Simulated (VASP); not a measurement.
# CaO (Fm-3m) in VASP: a series of runs

The runs below take CaO through density of states, dielectric tensor, vibrations by perturbation theory, elastic constants, with PBE, LDA, PBEsol, r2SCAN.

Everything below comes from runs of VASP 6.6.1. Logs are shortened: lines on timing, memory, paths and dates and some standing lists are left out, and cuts for length are marked.

**1. The cell of the first run**

Symmetry: Fm-3m, No. 225, cubic system. Conventional cell: a = 4.807 Å, b = 4.807 Å, c = 4.807 Å, α = 90.00°, β = 90.00°, γ = 90.00°. Within 3.2 Å of Ca (site symmetry m-3m) lie 6 O at 2.40 Å. Within 3.2 Å of O (site symmetry m-3m) lie 6 Ca at 2.40 Å.

**2. Density of states, PBE**

Input file POSCAR:

```
CaO
1.0
    0.0000000000      2.4035556960      2.4035556960
    2.4035556960      0.0000000000      2.4035556960
    2.4035556960      2.4035556960      0.0000000000
Ca O
1 1
Direct
    0.0000000000      0.0000000000      0.0000000000
    0.5000000000      0.5000000000      0.5000000000
```

Input file INCAR.step1:

```
SYSTEM = CaO
PREC = Accurate ; ENCUT = 520
EDIFF = 1E-7 ; ISMEAR = -1
SIGMA = 0.1 ; LREAL = .FALSE.
LASPH = .TRUE. ; NELM = 60
ALGO = Normal ; ISIF = 2
LWAVE = .FALSE. ; LCHARG = .TRUE.
GGA = PE ; NBANDS = 15
```

Input file KPOINTS.step1:

```
Automatic mesh
0
G
  10 10 10
  0 0 0
```

Input file INCAR.step2:

```
SYSTEM = CaO
PREC = Accurate ; ENCUT = 520
EDIFF = 1E-7 ; ISMEAR = -5
SIGMA = 0.1 ; LREAL = .FALSE.
LASPH = .TRUE. ; NELM = 60
ALGO = Normal ; ISIF = 2
LWAVE = .FALSE. ; LCHARG = .FALSE.
GGA = PE ; LORBIT = 10
NBANDS = 15 ; NEDOS = 1001
ICHARG = 11
```

Input file KPOINTS.step2:

```
Automatic mesh
0
G
  15 15 15
  0 0 0
```

Potentials or basis: VASP PAW PBE potentials, release 64 (Ca_sv, O).

Started as:

```
cat potpaw_PBE.64/Ca_sv/POTCAR potpaw_PBE.64/O/POTCAR > POTCAR
cp INCAR.step1 INCAR
cp KPOINTS.step1 KPOINTS
mpirun -np 1 vasp_std > vasp.out
cp INCAR.step2 INCAR
cp KPOINTS.step2 KPOINTS
mpirun -np 1 vasp_std > vasp.out
```

OUTCAR:

```text
SYSTEM = CaO
   PREC = Accurate
   ENCUT = 520
   EDIFF = 1E-7
   ISMEAR = -5
   LREAL = .FALSE.
   LASPH = .TRUE.
   NELM = 60
   ISIF = 2
   GGA = PE
   LORBIT = 10
   ICHARG = 11

 ion  position               nearest neighbor table
   1  0.000  0.000  0.000-   2 2.40   2 2.40   2 2.40   2 2.40   2 2.40   2 2.40
   2  0.500  0.500  0.500-   1 2.40   1 2.40   1 2.40   1 2.40   1 2.40   1 2.40

  LATTYP: Found a face centered cubic cell.
 ALAT       =     4.8071113920

  Lattice vectors:

 A1 = (   0.0000000000,   2.4035556960,   2.4035556960)
 A2 = (   2.4035556960,   0.0000000000,   2.4035556960)
 A3 = (   2.4035556960,   2.4035556960,   0.0000000000)

Analysis of symmetry for initial positions (statically):
=====================================================================
 Subroutine PRICEL returns:
 Original cell was already a primitive cell.

 Routine SETGRP: Setting up the symmetry group for a
 face centered cubic supercell.

 Subroutine GETGRP returns: Found 48 space group operations
 (whereof 48 operations were pure point group operations)
 out of a pool of 48 trial point group operations.

The static configuration has the point symmetry O_h .

Analysis of symmetry for dynamics (positions and initial velocities):
=====================================================================
 Subroutine PRICEL returns:
 Original cell was already a primitive cell.

 Routine SETGRP: Setting up the symmetry group for a
 face centered cubic supercell.

 Subroutine GETGRP returns: Found 48 space group operations
 (whereof 48 operations were pure point group operations)
 out of a pool of 48 trial point group operations.

The dynamic configuration has the point symmetry O_h .

 Subroutine INISYM returns: Found 48 space group operations
 (whereof 48 operations are pure point group operations),
 and found     1 'primitive' translations

----------------------------------------------------------------------------------------

                                     Primitive cell

  volume of cell :      27.7711

  direct lattice vectors                    reciprocal lattice vectors
     0.000000000  2.403555696  2.403555696    -0.208025136  0.208025136  0.208025136
     2.403555696  0.000000000  2.403555696     0.208025136 -0.208025136  0.208025136
     2.403555696  2.403555696  0.000000000     0.208025136  0.208025136 -0.208025136

  length of vectors
     3.399141063  3.399141063  3.399141063     0.360310104  0.360310104  0.360310104

  position of ions in fractional coordinates (direct lattice)
     0.000000000  0.000000000  0.000000000
     0.500000000  0.500000000  0.500000000

  ion indices of the primitive-cell ions
   primitive index   ion index
                 1           1
                 2           2

----------------------------------------------------------------------------------------

 KPOINTS: Automatic mesh

Automatic generation of k-mesh.
 Grid dimensions read from file:
 generate k-points for:   15   15   15

 Generating k-lattice:

  Cartesian coordinates                     Fractional coordinates (reciprocal lattice)
    -0.013868342  0.013868342  0.013868342     0.066666667  0.000000000  0.000000000
     0.013868342 -0.013868342  0.013868342     0.000000000  0.066666667  0.000000000
     0.013868342  0.013868342 -0.013868342     0.000000000  0.000000000  0.066666667

  Length of vectors
     0.024020674  0.024020674  0.024020674

  Shift w.r.t. Gamma in fractional coordinates (k-lattice)
     0.000000000  0.000000000  0.000000000

 TETIRR: Found    484 inequivalent tetrahedra from    20250

 Subroutine IBZKPT returns following result:
 ===========================================

 Found    120 irreducible k-points:

 Following reciprocal coordinates:
            Coordinates               Weight
  0.000000  0.000000  0.000000      1.000000
  0.066667  0.000000  0.000000      8.000000
  0.133333  0.000000  0.000000      8.000000
  0.200000  0.000000  0.000000      8.000000
  0.266667  0.000000  0.000000      8.000000
  0.333333  0.000000  0.000000      8.000000
[... 16 lines left out ...]
  0.133333  0.133333  0.000000      6.000000
  0.200000  0.133333  0.000000     24.000000
 [... further k-points ...]
   k-points           NKPTS =    120   k-points in BZ     NKDIM =    120   number of bands    NBANDS=     15
   number of dos      NEDOS =   1001   number of ions     NIONS =      2
   total plane-waves  NPLWV =  21952
   dimension x,y,z NGX =    28 NGY =   28 NGZ =   28
   dimension x,y,z NGXF=    56 NGYF=   56 NGZF=   56
   ions per type =               1   1
   NGX,Y,Z   is equivalent  to a cutoff of  13.69, 13.69, 13.69 a.u.
   NGXF,Y,Z  is equivalent  to a cutoff of  27.39, 27.39, 27.39 a.u.
 SYSTEM =  CaO
   PREC   = accura    normal or accurate (medium, high low for compatibility)
   ISTART =      0    job   : 0-new  1-cont  2-samecut
   ICHARG =     11    charge: 1-file 2-atom 10-const
   ISPIN  =      1    spin polarized calculation?
   LNONCOLLINEAR =      F non collinear calculations
   LSORBIT =      F    spin-orbit coupling
   LASPH  =      T    aspherical Exc in radial PAW
   ENCUT  =  520.0 eV  38.22 Ry    6.18 a.u.   6.32  6.32  6.32*2*pi/ulx,y,z
   NELM   =     60;   NELMIN=  2; NELMDL=  0     # of ELM steps
   EDIFF  = 0.1E-06   stopping-criterion for ELM
   LREAL  =      F    real-space projection
   EDIFFG = 0.1E-05   stopping-criterion for IOM
   NSW    =      0    number of steps for IOM
   IBRION =     -1    ionic relax: 0-MD 1-quasi-New 2-CG
   NFREE  =      0    steps in history (QN), initial steepest desc. (CG)
   ISIF   =      2    stress and relaxation
   ISYM   =      2    0-nonsym 1-usesym 2-fastsym
   POTIM  = 0.5000    time-step for ionic-motion
   TEBEG  =    0.0;   TEEND  =   0.0 temperature during run
   PSTRESS=    0.0 pullay stress
   NELECT =      16.0000    total number of electrons
   NUPDOWN=      -1.0000    fix difference up-down
   EMIN   =  10.00;   EMAX   =-10.00  energy-range for DOS
   EFERMI =   0.00;   METHOD = LEGACY
   ISMEAR =    -5;   SIGMA  =   0.10  broadening in eV -4-tet -1-fermi 0-gaus
   EFERMI_NEDOS =   21; number of points for ismear=-14 and -15
   IALGO  =     38    algorithm
   IMIX   =      4    mixing-type and parameters
     AMIX     =   0.40;   BMIX     =  1.00
     AMIX_MAG =   1.60;   BMIX_MAG =  1.00
  volume/ion in A,a.u.               =      13.89        93.70
  Fermi-wavevector in a.u.,A,eV,Ry     =   1.362231  2.574243 25.247954  1.855672
  Thomas-Fermi vector in A             =   2.488738
   LORBIT       =     10    0 simple, 1 ext, 2 COOP (PROOUT), +10 PAW based schemes
   GGA     = PE    functional components
   LHFCALC =     F    Hartree Fock is set to
   AEXX    =    0.0000 exact exchange contribution
   IVDW    =     0    specifies the selected vdW correction
   LEPSILON=     F    determine dielectric tensor
   LRPA    =     F    only Hartree local field effects (RPA)
 non-spin polarized calculation
 Fermi weights with tetrahedron method with Bloechl corrections
  energy-cutoff  :      520.00
  volume of cell :       27.77
 maximum number of plane-waves:       763
 NGX is ok and might be reduce to    28

 number of electron      15.9999997 magnetization

 Free energy of the ion-electron system (eV)
  ---------------------------------------------------
  ext. energy  EPLUGINS =         0.00000000
  ---------------------------------------------------
  free energy    TOTEN  =       -12.80130766 eV

  energy without entropy =      -12.80130766  energy(sigma->0) =      -12.80130766

 E-fermi :   2.3872     XC(G=0): -10.4734

 val. band max:        2.3469036898   @ k =   0.0000   0.0000   0.0000
 cond. band min:       6.0033666143   @ k =   0.4667   0.4667   0.0000
 fundamental gap:      3.6564629245
 Fermi energy:         2.3872397591

 k-point     1 :       0.0000    0.0000    0.0000
  band No.  band energies     occupation
      1     -35.2911      2.00000
      2     -16.0553      2.00000
      3     -16.0553      2.00000
      4     -16.0553      2.00000
      5     -13.1844      2.00000
      6       2.3469      2.00000
      7       2.3469      2.00000
      8       2.3469      2.00000
      9       7.0566      0.00000
     10       8.5718      0.00000
     11       8.5718      0.00000
     12       8.5718      0.00000
     13      10.0744      0.00000
     14      10.0744      0.00000
     15      17.4165      0.00000

 k-point     2 :       0.0667    0.0000    0.0000
  band No.  band energies     occupation
      1     -35.2867      2.00000
      2     -16.1207      2.00000
      3     -16.0577      2.00000
      4     -16.0577      2.00000
      5     -13.1161      2.00000
      6       2.1770      2.00000
      7       2.2830      2.00000
      8       2.2830      2.00000
      9       7.2701      0.00000
     10       8.5534      0.00000
     11       8.6487      0.00000
     12       8.6487      0.00000
     13      10.1834      0.00000
     14      10.1834      0.00000
     15      17.6052      0.00000
[... 365 lines left out ...]
      3     -16.0931      2.00000
      4     -16.0931      2.00000
      5     -12.8982      2.00000
      6       1.4353      2.00000
      7       2.2142      2.00000
      8       2.2142      2.00000
      9       7.8797      0.00000
     10       7.9850      0.00000
     11       9.2128      0.00000
     12       9.2128      0.00000
     13      10.2473      0.00000
     14      10.9864      0.00000
     15      18.3266      0.00000

 k-point    24 :       0.2000    0.1333    0.0000
  band No.  band energies     occupation
      1     -35.2552      2.00000
      2     -16.4272      2.00000
      3     -16.1110      2.00000
      4     -16.1042      2.00000
      5     -12.7631      2.00000
      6       1.1091      2.00000
      7       2.0756      2.00000
      8       2.1121      2.00000
      9       7.8090      0.00000
     10       8.3095      0.00000
     11       9.5195      0.00000
     12       9.5524      0.00000
     13      10.4305      0.00000
     14      11.4270      0.00000
     15      18.7224      0.00000

 [... further k-points ...]

------------------------ aborting loop because EDIFF is reached ----------------------------------------

  FORCE on cell =-STRESS in cart. coord.  units (eV):
  Direction    XX          YY          ZZ          XY          YZ          ZX
  --------------------------------------------------------------------------------------
  -------------------------------------------------------------------------------------
  Total        0.3812167      0.3812167      0.3812167      0.0000000     -0.0000000      0.0000000
  in kB       21.9932737     21.9932737     21.9932737      0.0000000     -0.0000000      0.0000000
  external PRESSURE =      21.9932737 kB  Pullay stress =       0.0000000 kB

 VOLUME and BASIS-vectors are now :
 -----------------------------------------------------------------------------
  energy-cutoff  :      520.00
  volume of cell :       27.77
      direct lattice vectors                 reciprocal lattice vectors
     0.000000000  2.403555696  2.403555696    -0.208025136  0.208025136  0.208025136
     2.403555696  0.000000000  2.403555696     0.208025136 -0.208025136  0.208025136
     2.403555696  2.403555696  0.000000000     0.208025136  0.208025136 -0.208025136

 POSITION                                       TOTAL-FORCE (eV/Angst)
 -----------------------------------------------------------------------------------
      0.00000      0.00000      0.00000        -0.000000      0.000000     -0.000000
      2.40356      2.40356      2.40356         0.000000     -0.000000      0.000000
 -----------------------------------------------------------------------------------
    total drift:                                0.000000      0.000000      0.000000

  FREE ENERGIE OF THE ION-ELECTRON SYSTEM (eV)
  ---------------------------------------------------
  free  energy   TOTEN  =       -12.8013076567 eV

  energy  without entropy=      -12.8013076567  energy(sigma->0) =      -12.80130766

 total charge

# of ion       s       p       d       tot
------------------------------------------
    1        2.041   5.881   0.301   8.223
    2        1.550   3.452   0.000   5.002
--------------------------------------------------
tot          3.591   9.334   0.301  13.225
```

Run time: 32 s. Hardware: 1 thread of Intel Xeon Platinum 8488C (Sapphire Rapids), shared host; peak memory 0.18 GiB.

What came out:

```
Valence electrons inside the program's atomic spheres : Ca 8.22; O 5.00
```

**3. Dielectric tensor, LDA**

Input file INCAR:

```
SYSTEM = CaO
PREC = Accurate
ENCUT = 520
EDIFF = 1E-8
ISMEAR = 0
SIGMA = 0.01
LREAL = .False.
LASPH = .True.
NELM = 100
ALGO = Normal
ISIF = 2
LWAVE = .False.
LCHARG = .False.
LEPSILON = .True.
```

Input file KPOINTS:

```
regular mesh
0
Gamma
  10 10 10
  0 0 0
```

POSCAR is that of step 2.

Potentials or basis: VASP PAW LDA potentials, release 64 (Ca_sv, O).

Started as:

```
cat potpaw_LDA.64/Ca_sv/POTCAR potpaw_LDA.64/O/POTCAR > POTCAR
mpirun -np 1 vasp_std > vasp.out
```

OUTCAR:

```text
SYSTEM = CaO
   PREC = Accurate
   ENCUT = 520
   EDIFF = 1E-8
   ISMEAR = 0
   LREAL = .False.
   LASPH = .True.
   NELM = 100
   ISIF = 2
   LEPSILON = .True.

 ion  position               nearest neighbor table
   1  0.000  0.000  0.000-   2 2.40   2 2.40   2 2.40   2 2.40   2 2.40   2 2.40
   2  0.500  0.500  0.500-   1 2.40   1 2.40   1 2.40   1 2.40   1 2.40   1 2.40

  LATTYP: Found a face centered cubic cell.
 ALAT       =     4.8071113920

  Lattice vectors:

 A1 = (   0.0000000000,   2.4035556960,   2.4035556960)
 A2 = (   2.4035556960,   0.0000000000,   2.4035556960)
 A3 = (   2.4035556960,   2.4035556960,   0.0000000000)

Analysis of symmetry for initial positions (statically):
[... 607 lines left out ...]
     0.00000 -0.00004  0.00000
    -0.00000 -0.00000 -0.00027

 MACROSCOPIC STATIC DIELECTRIC TENSOR (including local field effects in DFT)
 ------------------------------------------------------
           3.848239     0.000000    -0.000000
           0.000000     3.848239     0.000000
          -0.000000     0.000000     3.848239
 ------------------------------------------------------

 PIEZOELECTRIC TENSOR (including local field effects)  for field in x, y, z        (e  Angst)
          XX          YY          ZZ          XY          YZ          ZX
  --------------------------------------------------------------------------------
  x     0.00000     0.00000     0.00000     0.00000     0.00000     0.00000
  y     0.00000     0.00000     0.00000     0.00000     0.00000     0.00000
  z     0.00000     0.00000     0.00000     0.00000     0.00000     0.00000

 PIEZOELECTRIC TENSOR (including local field effects)  for field in x, y, z        (C/m^2)
          XX          YY          ZZ          XY          YZ          ZX
  --------------------------------------------------------------------------------
  x     0.00000     0.00000     0.00000     0.00000     0.00000     0.00000
  y     0.00000     0.00000     0.00000     0.00000     0.00000     0.00000
  z     0.00000     0.00000     0.00000     0.00000     0.00000     0.00000

 BORN EFFECTIVE CHARGES (including local field effects) (in |e|, cummulative output)
 ---------------------------------------------------------------------------------
 ion    1
    1     2.35402     0.00000     0.00000
    2     0.00000     2.35402     0.00000
    3     0.00000     0.00000     2.35402
 ion    2
    1    -2.35402     0.00000     0.00000
    2     0.00000    -2.35402     0.00000
    3     0.00000     0.00000    -2.35402
```

OSZICAR:

```text
N       E                     dE             d eps       ncg     rms          rms(c)
DAV:   1     0.130414563467E+03    0.13041E+03   -0.85487E+03  1128   0.136E+03
DAV:   2    -0.964574079752E+01   -0.14006E+03   -0.13164E+03  1328   0.340E+02
DAV:   3    -0.156891857294E+02   -0.60434E+01   -0.59953E+01  1400   0.737E+01
DAV:   4    -0.158909682571E+02   -0.20178E+00   -0.20144E+00  1660   0.118E+01
[... 12 lines left out ...]
RMM:  16    -0.232642982829E+00   -0.94238E-06   -0.26866E-07  4741   0.272E-04    0.120E-04
RMM:  17    -0.232642969494E+00    0.13335E-07   -0.16989E-07  3849   0.104E-04    0.749E-05
RMM:  18    -0.232642849805E+00    0.11969E-06   -0.63493E-08  3580   0.903E-05    0.348E-05
RMM:  19    -0.232642825568E+00    0.24237E-07   -0.45015E-08  2441   0.601E-05    0.257E-05
RMM:  20    -0.232642828720E+00   -0.31524E-08   -0.72878E-09  2729   0.716E-05    0.177E-06
```

Run time: 4.1 min. Hardware: 1 thread of Intel Xeon Platinum 8488C (Sapphire Rapids), shared host; peak memory 0.24 GiB.

What came out:

| Item | Value |
| --- | --- |
| Band gap on the k mesh | 3.46 eV, indirect (least direct gap 3.84 eV) |
| Electronic dielectric tensor (diagonal) | 3.85 |
| Born charges (mean of the diagonal) | Ca +2.35; O -2.35 e |

Electronic dielectric tensor:
```
3.85 0.00 0.00
0.00 3.85 0.00
0.00 0.00 3.85
```

Born effective charge tensors (e):
atom 1, Ca
```
2.35 0.00 0.00
0.00 2.35 0.00
0.00 0.00 2.35
```
atom 2, O
```
-2.35  0.00  0.00
 0.00 -2.35  0.00
 0.00  0.00 -2.35
```

A k mesh can miss the band edges. As with any semilocal functional, this LDA gap is likely too small.

(Continued in part 2 of 2.)
